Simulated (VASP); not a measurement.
A run of VASP 6.6.1:

The input INCAR:

```
SYSTEM = RbCaH3
PREC = Accurate
ENCUT = 520
EDIFF = 1E-6
ISMEAR = 0
SIGMA = 0.05
LREAL = .FALSE.
LASPH = .TRUE.
NELM = 100
ALGO = Normal
ISIF = 2
LWAVE = .FALSE.
LCHARG = .FALSE.
GGA = CA
NBANDS = 19
```

The input KPOINTS:

```
regular mesh
0
G
  6 6 6
  0 0 0
```

POSCAR

```
RbCaH3
1.0
    4.5470000000      0.0000000000      0.0000000000
    0.0000000000      4.5470000000      0.0000000000
    0.0000000000      0.0000000000      4.5470000000
Rb Ca H
1 1 3
Direct
    0.0079358680      0.0079358680      0.0079358680
    0.5000000000      0.5000000000      0.5000000000
    0.0000000000      0.5000000000      0.5000000000
    0.5000000000      0.0000000000      0.5000000000
    0.5000000000      0.5000000000      0.0000000000
```

Potentials or basis: VASP PAW LDA potentials, release 64 (Rb_sv, Ca_sv, H).

Run with:

```sh
$ cat potpaw_LDA.64/Rb_sv/POTCAR potpaw_LDA.64/Ca_sv/POTCAR potpaw_LDA.64/H/POTCAR > POTCAR
$ mpirun -np 1 vasp_std > vasp.out
```

Hardware: 1 thread of Intel(R) Xeon(R) Platinum 8375C CPU @ 2.90GHz (Ice Lake) (shared host).

**Question.** How long does it take, and how much memory?

**Answer.** Run time: 30 s on 1 thread of Intel(R) Xeon(R) Platinum 8375C CPU @ 2.90GHz (Ice Lake), on a shared host, peak memory 0.21 GiB. Counts: scf iterations 13, k points 32.
